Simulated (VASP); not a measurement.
Wanted: the native input for a VASP 6.6.1 run.

- Task: single point
- Functional: PBE
- Potentials or basis: VASP PAW PBE potentials, release 64 (Si, F)
- Cutoff: 520 eV
- k mesh: 6 × 6 × 6
- Occupations: gaussian, width 0.1 eV
- Spin: no spin polarisation
- Dipole correction: no
- Further INCAR settings: ALGO = Normal; EDIFF = 1e-06; NBANDS = 40

The structure of Si2F3 lies in POSCAR:

```
Si2F3
1.0
    2.4290293724      1.4024007620      7.2853667424
   -2.4290293724      1.4024007620      7.2853667424
    0.0000000000     -2.8048015241      7.2853667424
Si F
4 6
Direct
    0.8602785497      0.8602785497      0.8602785497
    0.6397214503      0.6397214503      0.6397214503
    0.1397214503      0.1397214503      0.1397214503
    0.3602785497      0.3602785497      0.3602785497
    0.2500384746      0.2499615254      0.7500000000
    0.7500000000      0.2500384746      0.2499615254
    0.2499615254      0.7500000000      0.2500384746
    0.7499615254      0.7500384746      0.2500000000
    0.2500000000      0.7499615254      0.7500384746
    0.7500384746      0.2500000000      0.7499615254
```

These files were run (other wordings do the same):

INCAR

```
SYSTEM = Si2F3
PREC = Accurate ; ENCUT = 520
EDIFF = 1E-6 ; ISMEAR = 0
SIGMA = 0.1 ; LREAL = .False.
LASPH = .True. ; NELM = 80
ALGO = Normal ; ISIF = 2
LWAVE = .False. ; LCHARG = .False.
GGA = PE ; NBANDS = 40
```

KPOINTS

```
Automatic mesh
0
Gamma
  6 6 6
  0 0 0
```

Potentials or basis: VASP PAW PBE potentials, release 64 (Si, F).

Command:

```bash
$ cat potpaw_PBE.64/Si/POTCAR potpaw_PBE.64/F/POTCAR > POTCAR
$ mpirun -np 1 vasp_std > vasp.out
```

Results of the run:

- Pressure: 0.1 GPa
- Largest force: 0.049 eV/Å
- Band gap on the k mesh: zero (bands 29 and 30 overlap by 0.72 eV)

It took 8.4 min on 1 thread of Intel(R) Xeon(R) Platinum 8488C (Sapphire Rapids), on a shared host, peak memory 0.54 GiB.
